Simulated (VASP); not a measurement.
Write the native input for VASP 6.6.1 that does the following.

```
Task                   : single point
Functional             : PBEsol
Potentials or basis    : VASP PAW PBE potentials, release 64 (Ti_sv, O)
Cutoff                 : 520 eV
k mesh                 : 8 × 8 × 14
Occupations            : gaussian, width 0.15 eV
Spin                   : no spin polarisation
Dipole correction      : no
Further INCAR settings : ALGO = Normal; EDIFF = 1e-07; NBANDS = 39
```

The structure of Ti3O4 lies in POSCAR:

```
Ti3O4
1.0
    2.9128162305     -4.0303540204      0.0000000000
    2.9128162305      4.0303540204      0.0000000000
    0.0000000000      0.0000000000      2.9690273776
Ti O
3 4
Direct
    0.0000000000      0.0000000000      0.5000000000
    0.5000000000      0.0000000000      0.0000000000
    0.0000000000      0.5000000000      0.0000000000
    0.7597556824      0.7597556824      0.0000000000
    0.2551547978      0.7448452022      0.5000000000
    0.2402443176      0.2402443176      0.0000000000
    0.7448452022      0.2551547978      0.5000000000
```

This cell differs from its parent crystal: atoms displaced along a vibrational mode.

These files were run (other wordings do the same):

INCAR

```
SYSTEM = Ti3O4
PREC     = Accurate       ! precision mode
ENCUT    = 520            ! plane-wave cutoff, eV
EDIFF    = 1E-7           ! SCF threshold, eV
ISMEAR   = 0              ! smearing method
SIGMA    = 0.15           ! smearing width, eV
LREAL    = .FALSE.        ! projectors in reciprocal space
LASPH    = .TRUE.         ! aspherical terms in the spheres
NELM     = 80             ! most SCF steps
ALGO     = Normal         ! electronic algorithm
ISIF     = 2              ! what is computed and relaxed
LWAVE    = .FALSE.        ! write WAVECAR
LCHARG   = .FALSE.        ! write CHGCAR
GGA      = PS             ! functional
NBANDS   = 39             ! bands
```

KPOINTS

```
Automatic mesh
0
G
  8 8 14
  0 0 0
```

Potentials or basis: VASP PAW PBE potentials, release 64 (Ti_sv, O).

Command:

```sh
$ cat potpaw_PBE.64/Ti_sv/POTCAR potpaw_PBE.64/O/POTCAR > POTCAR
$ mpirun -np 1 vasp_std > vasp.out
```

It gave:

```
Pressure               : 1.0 GPa
Largest force          : 0.333 eV/Å
Band gap on the k mesh : zero (bands 30 and 31 overlap by 1.17 eV)
```

Caveat: the cell differs from its parent crystal (atoms displaced along a vibrational mode); the PAW data sets were made with another functional, which shifts forces and pressure a little; semilocal functionals often make such compounds metallic where correlation or magnetic order opens a gap, which also shifts bond lengths.

Run time: 4 min on 1 thread of AMD EPYC 9R45 96-Core Processor (Zen 5), with other jobs on the host, peak memory 0.41 GiB.
